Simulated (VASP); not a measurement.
Here is a VASP 6.6.1 calculation.

The input INCAR:

```
SYSTEM = Ba
PREC = Accurate
ENCUT = 400
EDIFF = 1E-6
ISMEAR = 0
SIGMA = 0.1
LREAL = .False.
LASPH = .True.
NELM = 120
ALGO = Normal
ISIF = 2
LWAVE = .False.
LCHARG = .False.
GGA = PE
NBANDS = 11
GGA_COMPAT = .False.
```

File KPOINTS:

```
regular mesh
0
Gamma
  8 8 8
  0 0 0
```

File POSCAR:

```
Ba
1.0
    4.1787600400      0.0000000000      0.0000000000
    0.0000000000      4.1787600400      0.0000000000
    0.0000000000      0.0000000000      4.1787600400
Ba
1
Direct
    0.0000000000      0.0000000000      0.0000000000
```

Potentials or basis: VASP PAW PBE potentials, release 64 (Ba_sv).

Command:

```bash
$ cat potpaw_PBE.64/Ba_sv/POTCAR > POTCAR
$ mpirun -np 1 vasp_std > vasp.out
```

Question: What does it give for the band gap on the k mesh?

Answer: Zero (band 5 reaches 1.21 eV, above the bottom of band 6 at 1.03 eV).

Question: What does it give for the pressure?

Answer: -0.9 GPa.

Caveat: spin-orbit coupling is left out, which moves the levels of the heavy elements.
